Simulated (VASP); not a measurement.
The system is B.

```
CELL_PARAMETERS angstrom
2.45400 1.41682 4.18900
-2.45400 1.41682 4.18900
0.00000 -2.83364 4.18900
ATOMIC_POSITIONS crystal
B 0.01040 0.65730 0.01040
B 0.01040 0.01040 0.65730
B 0.65730 0.01040 0.01040
B 0.98960 0.34270 0.98960
B 0.34270 0.98960 0.98960
B 0.98960 0.98960 0.34270
B 0.22060 0.63230 0.22060
B 0.22060 0.22060 0.63230
B 0.63230 0.22060 0.22060
B 0.77940 0.36770 0.77940
B 0.36770 0.77940 0.77940
B 0.77940 0.77940 0.36770
```

```yaml
Program: VASP 6.6.1
Task: relaxation of cell and atoms
Functional: revPBE
Potentials_or_basis: VASP PAW PBE potentials, release 64 (B)
Cutoff: 600 eV
k_mesh: 4 × 4 × 4
Occupations: fermi-dirac, width 0.05 eV
Spin: no spin polarisation
```

At the start: pressure 2.9 GPa; volume 7.28 Å³/atom.

Q: How do energy, volume and symmetry change on relaxing?

A: Over 9 steps the energy falls by 5.2 meV/atom and the volume is 7.34 Å³/atom (+0.8 %); space group R-3m (No. 166, to 0.05 Å).

Step by step:
```csv
step,energy change (eV),largest force (eV/Å),pressure (GPa),volume (Å³)
1,0.0000,0.9431,2.86,87.39
2,0.0894,1.5938,-3.23,89.04
3,-0.0606,0.0826,0.12,88.03
4,-0.0606,0.0800,0.17,88.02
5,-0.0617,0.0384,-0.04,88.10
6,-0.0618,0.0293,0.00,88.09
7,-0.0620,0.0188,0.01,88.09
8,-0.0620,0.0147,0.01,88.09
9,-0.0620,0.0083,0.02,88.10
```

Final structure:
```
B
1.0
     2.46024    1.42042    4.20156
    -2.46024    1.42042    4.20156
     0.00000   -2.84084    4.20156
B
12
Direct
  0.01022 0.65396 0.01022
  0.01022 0.01022 0.65396
  0.65396 0.01022 0.01022
  0.98978 0.34604 0.98978
  0.34604 0.98978 0.98978
  0.98978 0.98978 0.34604
  0.22096 0.63065 0.22096
  0.22096 0.22096 0.63065
  0.63065 0.22096 0.22096
  0.77904 0.36935 0.77904
  0.36935 0.77904 0.77904
  0.77904 0.77904 0.36935
```

Caveat: the PAW data sets were made with another functional, which shifts forces and pressure a little.
